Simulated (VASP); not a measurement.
# MgO (Periclase) (Fm-3m) in VASP: single point with PBE

Aim: the single point of MgO (Periclase) with PBE.

Everything below comes from runs of VASP 6.6.1. Logs are shortened: lines on timing, memory, paths and dates and some standing lists are left out, and cuts for length are marked.

## (1) The cell of the first run

Symmetry: Fm-3m, No. 225, cubic system. The conventional cell has a = 4.217 Å, b = 4.217 Å, c = 4.217 Å, α = 90.00°, β = 90.00°, γ = 90.00°. Within 2.8 Å of Mg (site symmetry m-3m) lie 6 O at 2.11 Å. O (site symmetry m-3m) has 6 Mg at 2.11 Å within 2.8 Å.

## (2) Single point, PBE

File INCAR:

```
SYSTEM = MgO
  PREC = Accurate
  ENCUT = 600
  EDIFF = 1E-6
  ISMEAR = 0
  SIGMA = 0.01
  LREAL = .FALSE.
  LASPH = .TRUE.
  NELM = 120
  ALGO = Normal
  ISIF = 2
  LWAVE = .FALSE.
  LCHARG = .TRUE.
  GGA = PE
  LELF = .TRUE.
  LVHAR = .TRUE.
  NBANDS = 11
  GGA_COMPAT = .FALSE.
```

File KPOINTS:

```
Automatic mesh
0
G
  7 7 7
  0 0 0
```

File POSCAR:

```
MgO
1.0
    2.9818690000      0.0000000000      0.0000000000
    1.4909345000      2.5823743048      0.0000000000
    1.4909345000      0.8607914349      2.4346858433
Mg O
1 1
Direct
    0.0000000000      0.0000000000      0.0000000000
    0.5000000000      0.5000000000      0.5000000000
```

Potentials or basis: VASP PAW PBE potentials, release 64 (Mg, O).

Command:

```bash
$ cat potpaw_PBE.64/Mg/POTCAR potpaw_PBE.64/O/POTCAR > POTCAR
$ mpirun -np 1 vasp_std > vasp.out
```

OUTCAR:

```text
SYSTEM = MgO
   PREC = Accurate
   ENCUT = 600
   EDIFF = 1E-6
   ISMEAR = 0
   LREAL = .FALSE.
   LASPH = .TRUE.
   NELM = 120
   ISIF = 2
   GGA = PE

 ion  position               nearest neighbor table
   1  0.000  0.000  0.000-   2 2.11   2 2.11   2 2.11   2 2.11   2 2.11   2 2.11
   2  0.500  0.500  0.500-   1 2.11   1 2.11   1 2.11   1 2.11   1 2.11   1 2.11

  LATTYP: Found a face centered cubic cell.
 ALAT       =     4.2169995811

  Lattice vectors:

 A1 = (   2.9818690000,   0.0000000000,   0.0000000000)
 A2 = (   1.4909345000,   2.5823743048,   0.0000000000)
 A3 = (   1.4909345000,   0.8607914349,   2.4346858433)

Analysis of symmetry for initial positions (statically):
=====================================================================
 Subroutine PRICEL returns:
 Original cell was already a primitive cell.

 Routine SETGRP: Setting up the symmetry group for a
 face centered cubic supercell.

 Subroutine GETGRP returns: Found 48 space group operations
 (whereof 48 operations were pure point group operations)
 out of a pool of 48 trial point group operations.

The static configuration has the point symmetry O_h .

Analysis of symmetry for dynamics (positions and initial velocities):
=====================================================================
 Subroutine PRICEL returns:
 Original cell was already a primitive cell.

 Routine SETGRP: Setting up the symmetry group for a
 face centered cubic supercell.

 Subroutine GETGRP returns: Found 48 space group operations
 (whereof 48 operations were pure point group operations)
 out of a pool of 48 trial point group operations.

The dynamic configuration has the point symmetry O_h .

 Subroutine INISYM returns: Found 48 space group operations
 (whereof 48 operations are pure point group operations),
 and found     1 'primitive' translations

----------------------------------------------------------------------------------------

                                     Primitive cell

  volume of cell :      18.7478

  direct lattice vectors                    reciprocal lattice vectors
     2.981869000  0.000000000  0.000000000     0.335360138 -0.193620266 -0.136910203
     1.490934500  2.582374305  0.000000000     0.000000000  0.387240532 -0.136910203
     1.490934500  0.860791435  2.434685843     0.000000000  0.000000000  0.410730609

  length of vectors
     2.981869000  2.981869000  2.981869000     0.410730609  0.410730609  0.410730609

  position of ions in fractional coordinates (direct lattice)
     0.000000000  0.000000000  0.000000000
     0.500000000  0.500000000  0.500000000

  ion indices of the primitive-cell ions
   primitive index   ion index
                 1           1
                 2           2

----------------------------------------------------------------------------------------

 KPOINTS: Automatic mesh

Automatic generation of k-mesh.
 Grid dimensions read from file:
 generate k-points for:    7    7    7

 Generating k-lattice:

  Cartesian coordinates                     Fractional coordinates (reciprocal lattice)
     0.047908591 -0.027660038 -0.019558600     0.142857143  0.000000000  0.000000000
     0.000000000  0.055320076 -0.019558600     0.000000000  0.142857143  0.000000000
     0.000000000  0.000000000  0.058675801     0.000000000  0.000000000  0.142857143

  Length of vectors
     0.058675801  0.058675801  0.058675801

  Shift w.r.t. Gamma in fractional coordinates (k-lattice)
     0.000000000  0.000000000  0.000000000

 Subroutine IBZKPT returns following result:
 ===========================================

 Found     20 irreducible k-points:

 Following reciprocal coordinates:
            Coordinates               Weight
  0.000000  0.000000  0.000000      1.000000
  0.142857 -0.000000 -0.000000      8.000000
  0.285714 -0.000000 -0.000000      8.000000
  0.428571 -0.000000 -0.000000      8.000000
  0.142857  0.142857  0.000000      6.000000
  0.285714  0.142857 -0.000000     24.000000
[... 12 lines left out ...]
 -0.428571  0.428571  0.142857     24.000000
 -0.285714  0.428571  0.142857     24.000000
   k-points           NKPTS =     20   k-points in BZ     NKDIM =     20   number of bands    NBANDS=     11
   number of dos      NEDOS =    301   number of ions     NIONS =      2
   total plane-waves  NPLWV =  13824
   dimension x,y,z NGX =    24 NGY =   24 NGZ =   24
   dimension x,y,z NGXF=    48 NGYF=   48 NGZF=   48
   ions per type =               1   1
   NGX,Y,Z   is equivalent  to a cutoff of  13.38, 13.38, 13.38 a.u.
   NGXF,Y,Z  is equivalent  to a cutoff of  26.76, 26.76, 26.76 a.u.
 SYSTEM =  MgO
   PREC   = accura    normal or accurate (medium, high low for compatibility)
   ISTART =      0    job   : 0-new  1-cont  2-samecut
   ICHARG =      2    charge: 1-file 2-atom 10-const
   ISPIN  =      1    spin polarized calculation?
   LNONCOLLINEAR =      F non collinear calculations
   LSORBIT =      F    spin-orbit coupling
   LASPH  =      T    aspherical Exc in radial PAW
   ENCUT  =  600.0 eV  44.10 Ry    6.64 a.u.   5.96  5.96  5.96*2*pi/ulx,y,z
   NELM   =    120;   NELMIN=  2; NELMDL= -5     # of ELM steps
   EDIFF  = 0.1E-05   stopping-criterion for ELM
   LREAL  =      F    real-space projection
   EDIFFG = 0.1E-04   stopping-criterion for IOM
   NSW    =      0    number of steps for IOM
   IBRION =     -1    ionic relax: 0-MD 1-quasi-New 2-CG
   NFREE  =      0    steps in history (QN), initial steepest desc. (CG)
   ISIF   =      2    stress and relaxation
   ISYM   =      2    0-nonsym 1-usesym 2-fastsym
   POTIM  = 0.5000    time-step for ionic-motion
   TEBEG  =    0.0;   TEEND  =   0.0 temperature during run
   PSTRESS=    0.0 pullay stress
   NELECT =       8.0000    total number of electrons
   NUPDOWN=      -1.0000    fix difference up-down
   EMIN   =  10.00;   EMAX   =-10.00  energy-range for DOS
   EFERMI =   0.00;   METHOD = LEGACY
   ISMEAR =     0;   SIGMA  =   0.01  broadening in eV -4-tet -1-fermi 0-gaus
   EFERMI_NEDOS =   21; number of points for ismear=-14 and -15
   IALGO  =     38    algorithm
   IMIX   =      4    mixing-type and parameters
     AMIX     =   0.40;   BMIX     =  1.00
     AMIX_MAG =   1.60;   BMIX_MAG =  1.00
  volume/ion in A,a.u.               =       9.37        63.26
  Fermi-wavevector in a.u.,A,eV,Ry     =   1.232503  2.329093 20.668111  1.519063
  Thomas-Fermi vector in A             =   2.367270
   LORBIT       =      0    0 simple, 1 ext, 2 COOP (PROOUT), +10 PAW based schemes
   GGA     = PE    functional components
   LHFCALC =     F    Hartree Fock is set to
   AEXX    =    0.0000 exact exchange contribution
   IVDW    =     0    specifies the selected vdW correction
   LEPSILON=     F    determine dielectric tensor
   LRPA    =     F    only Hartree local field effects (RPA)
 non-spin polarized calculation
 Gauss-broadening in eV      SIGMA  =   0.01
  energy-cutoff  :      600.00
  volume of cell :       18.75
 maximum number of plane-waves:       637
   NGX = 11   NGY = 11   NGZ = 11

 number of electron       8.0000005 magnetization

 Free energy of the ion-electron system (eV)
  ---------------------------------------------------
  ext. energy  EPLUGINS =         0.00000000
  ---------------------------------------------------
  free energy    TOTEN  =       -11.91041846 eV

  energy without entropy =      -11.91041846  energy(sigma->0) =      -11.91041846

 E-fermi :   3.2249     XC(G=0): -11.0616

 val. band max:        3.1588635456   @ k =   0.0000   0.0000   0.0000
 cond. band min:       7.8523300040   @ k =   0.0000   0.0000   0.0000
 fundamental gap:      4.6934664584
 Fermi energy:         3.2248789205

 k-point     1 :       0.0000    0.0000    0.0000
  band No.  band energies     occupation
      1     -14.0857      2.00000
      2       3.1589      2.00000
      3       3.1589      2.00000
      4       3.1589      2.00000
      5       7.8523      0.00000
      6      18.9410      0.00000
      7      18.9410      0.00000
      8      18.9410      0.00000
      9      22.8473      0.00000
     10      24.6187      0.00000
     11      24.6187      0.00000

 k-point     2 :       0.1429   -0.0000   -0.0000
  band No.  band energies     occupation
      1     -13.8761      2.00000
      2       1.9743      2.00000
      3       3.0276      2.00000
      4       3.0276      2.00000
      5       8.9826      0.00000
      6      16.9708      0.00000
      7      19.3882      0.00000
      8      19.3882      0.00000
      9      23.4931      0.00000
     10      23.4931      0.00000
     11      25.2423      0.00000

 k-point     3 :       0.2857   -0.0000   -0.0000
  band No.  band energies     occupation
      1     -13.3598      2.00000
      2       0.0477      2.00000
      3       2.7492      2.00000
      4       2.7492      2.00000
      5      10.5195      0.00000
      6      15.5255      0.00000
      7      19.7850      0.00000
      8      19.7850      0.00000
      9      23.5013      0.00000
     10      23.5013      0.00000
     11      24.8495      0.00000

 k-point     4 :       0.4286   -0.0000   -0.0000
  band No.  band energies     occupation
      1     -12.8861      2.00000
      2      -1.2581      2.00000
      3       2.5395      2.00000
      4       2.5395      2.00000
      5      11.0128      0.00000
      6      15.6319      0.00000
      7      19.4955      0.00000
      8      19.4955      0.00000
      9      24.1005      0.00000
     10      25.2165      0.00000
     11      25.2165      0.00000

 k-point     5 :       0.1429    0.1429    0.0000
  band No.  band energies     occupation
      1     -13.8103      2.00000
      2       1.8920      2.00000
      3       2.8646      2.00000
      4       2.8646      2.00000
      5       9.3537      0.00000
      6      16.3675      0.00000
      7      19.5937      0.00000
      8      19.5937      0.00000
      9      21.4494      0.00000
     10      25.2429      0.00000
     11      26.7948      0.00000
[... 155 lines left out ...]
 k-point    17 :       0.4286    0.2857    0.1429
  band No.  band energies     occupation
      1     -13.0177      2.00000
      2      -0.1485      2.00000
      3       1.7167      2.00000
      4       2.3855      2.00000
      5      12.2787      0.00000
      6      14.3761      0.00000
      7      17.5099      0.00000
      8      20.5514      0.00000
      9      21.8088      0.00000
     10      25.8795      0.00000
     11      29.7343      0.00000

 k-point    18 :      -0.4286    0.2857    0.1429
  band No.  band energies     occupation
      1     -12.6787      2.00000
      2      -0.5928      2.00000
      3       1.0791      2.00000
      4       2.1121      2.00000
      5      13.1463      0.00000
      6      14.9656      0.00000
      7      16.4022      0.00000
      8      20.0309      0.00000
      9      23.3858      0.00000
     10      25.3115      0.00000
     11      30.1261      0.00000

 k-point    19 :      -0.4286    0.4286    0.1429
  band No.  band energies     occupation
      1     -12.5844      2.00000
      2      -0.5127      2.00000
      3       1.1969      2.00000
      4       1.6847      2.00000
      5      13.4960      0.00000
      6      14.0240      0.00000
      7      15.8591      0.00000
      8      20.2116      0.00000
      9      22.8094      0.00000
     10      27.8306      0.00000
     11      30.0596      0.00000

 k-point    20 :      -0.2857    0.4286    0.1429
  band No.  band energies     occupation
      1     -12.5277      2.00000
      2       0.0256      2.00000
      3       0.2308      2.00000
      4       1.7078      2.00000
      5      14.0735      0.00000
      6      15.1758      0.00000
      7      15.3184      0.00000
      8      19.2868      0.00000
      9      23.7100      0.00000
     10      25.9721      0.00000
     11      30.0082      0.00000

------------------------ aborting loop because EDIFF is reached ----------------------------------------

  FORCE on cell =-STRESS in cart. coord.  units (eV):
  Direction    XX          YY          ZZ          XY          YZ          ZX
  --------------------------------------------------------------------------------------
  -------------------------------------------------------------------------------------
  Total        0.3636874      0.3636874      0.3636874      0.0000000     -0.0000000     -0.0000000
  in kB       31.0805152     31.0805152     31.0805152      0.0000000     -0.0000000     -0.0000000
  external PRESSURE =      31.0805152 kB  Pullay stress =       0.0000000 kB

 VOLUME and BASIS-vectors are now :
 -----------------------------------------------------------------------------
  energy-cutoff  :      600.00
  volume of cell :       18.75
      direct lattice vectors                 reciprocal lattice vectors
     2.981869000  0.000000000  0.000000000     0.335360138 -0.193620266 -0.136910203
     1.490934500  2.582374305  0.000000000     0.000000000  0.387240532 -0.136910203
     1.490934500  0.860791435  2.434685843     0.000000000  0.000000000  0.410730609

 POSITION                                       TOTAL-FORCE (eV/Angst)
 -----------------------------------------------------------------------------------
      0.00000      0.00000      0.00000         0.000000     -0.000000      0.000000
      2.98187      1.72158      1.21734        -0.000000      0.000000      0.000000
 -----------------------------------------------------------------------------------
    total drift:                               -0.000000      0.000000     -0.000000

  FREE ENERGIE OF THE ION-ELECTRON SYSTEM (eV)
  ---------------------------------------------------
  free  energy   TOTEN  =       -11.9104184575 eV

  energy  without entropy=      -11.9104184575  energy(sigma->0) =      -11.91041846
```

Wall time 6.9 s (1 thread of AMD EPYC 7R13 (Zen 3), shared host); peak memory 0.11 GiB.

Results:

- Free energy: -11.9104 eV
- Pressure: 3.1 GPa
- Band gap on the k mesh: 4.69 eV, direct

Levels at points of the mesh, in eV from the valence-band top:
| k point | band 1 | band 2 | band 3 | band 4 | band 5 | band 6 | band 7 | band 8 |
| --- | --- | --- | --- | --- | --- | --- | --- | --- |
| (0.00, 0.00, 0.00) | -17.24 | 0.00 | 0.00 | 0.00 | 4.69 | 15.78 | 15.78 | 15.78 |

Expect the measured gap to be larger: semilocal functionals such as PBE lack the derivative discontinuity.
